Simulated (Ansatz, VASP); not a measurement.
**Two plane-wave programs on Mn3NiB**

File POSCAR:

```
Mn3NiB
1.0
    3.8905089964      0.0000000000      0.0000000000
    0.0000000000      3.8905089964      0.0000000000
    0.0000000000      0.0000000000      3.8905089964
Ni B Mn
1 1 3
Direct
    0.0000000000      0.0000000000      0.0000000000
    0.5000000000      0.5000000000      0.5000000000
    0.5000000000      0.5000000000      0.0000000000
    0.5000000000      0.0000000000      0.5000000000
    0.0000000000      0.5000000000      0.5000000000
```

The input INCAR.step1:

```
SYSTEM = Mn3NiB
PREC = Accurate
ENCUT = 520
ISMEAR = 0
SIGMA = 0.1
LREAL = .FALSE.
LASPH = .TRUE.
NELM = 150
ISPIN = 2
MAGMOM = 1 0 4 4 4
LMAXMIX = 4
NBANDS = 38
GGA = PE
ALGO = Normal
EDIFF = 1E-4
LWAVE = .TRUE.
LCHARG = .FALSE.
```

Contents of INCAR.step2:

```
SYSTEM = Mn3NiB
PREC = Accurate
ENCUT = 520
EDIFF = 1E-6
ISMEAR = 0
SIGMA = 0.1
LREAL = .FALSE.
LASPH = .TRUE.
NELM = 150
ALGO = Normal
ISIF = 2
LWAVE = .FALSE.
LCHARG = .FALSE.
ISPIN = 2
MAGMOM = 1 0 4 4 4
LORBIT = 11
LMAXMIX = 4
METAGGA = R2SCAN
LMIXTAU = .TRUE.
NBANDS = 38
ISTART = 1
```

File KPOINTS:

```
Automatic mesh
0
G
  10 10 10
  0 0 0
```

Input for Ansatz:

```yaml
crystal:
  lattice:
    - [3.8905089964, 0.0, 0.0]
    - [0.0, 3.8905089964, 0.0]
    - [0.0, 0.0, 3.8905089964]
  atoms:
    - { symbol: Ni, position: [0.0, 0.0, 0.0], spin: 1.0 }
    - { symbol: B, position: [0.5, 0.5, 0.5] }
    - { symbol: Mn, position: [0.5, 0.5, 0.0], spin: 4.0 }
    - { symbol: Mn, position: [0.5, 0.0, 0.5], spin: 4.0 }
    - { symbol: Mn, position: [0.0, 0.5, 0.5], spin: 4.0 }
basis:
  ecutwfc: 500
kpoints:
  mp_grid: { grid: [10, 10, 10] }
hamiltonian:
  xc: r2scan
scf:
  occupations: { method: gaussian, width: 0.1 }
  lower_state_search: "off"
output:
  forces: true
  stress: true
  eigenvalues: true
  populations: true
magnetization:
  spin_polarized: true
```

Alike in both runs: task single point; functional r2SCAN; k mesh 10 × 10 × 10; occupations gaussian, width 0.1 eV; collinear spin.

|  | VASP | Ansatz |
| --- | --- | --- |
| version | VASP 6.6.1 | Ansatz 0.2.0 |
| potentials or method | VASP PAW PBE potentials, release 64 (Ni, B, Mn_pv), cutoff 520 eV | scalar-relativistic, plane waves, PAW |
| valence electrons in the cell | 52 | 66 |

```tsv
	VASP	Ansatz	Ansatz less VASP
gap on the k mesh at the Fermi level (eV)	none	none	-
pressure (GPa)	8.3	7.8	-0.48
net moment per atom (μB)	1.99	1.99	-0.002
size of the moment on the site where the two differ most (μB)	3.16	2.81	-0.351
```

VASP's potentials were made for PBE, not for r2SCAN. Site moments also hang on the region over which each program counts them. A gap of «none» marks a metal or a gap that the smearing closes. VASP's potentials hold 52 valence electrons a cell and Ansatz's 66, so a difference there can come from the potentials and not from the codes. Ansatz's warnings: stability check not made.
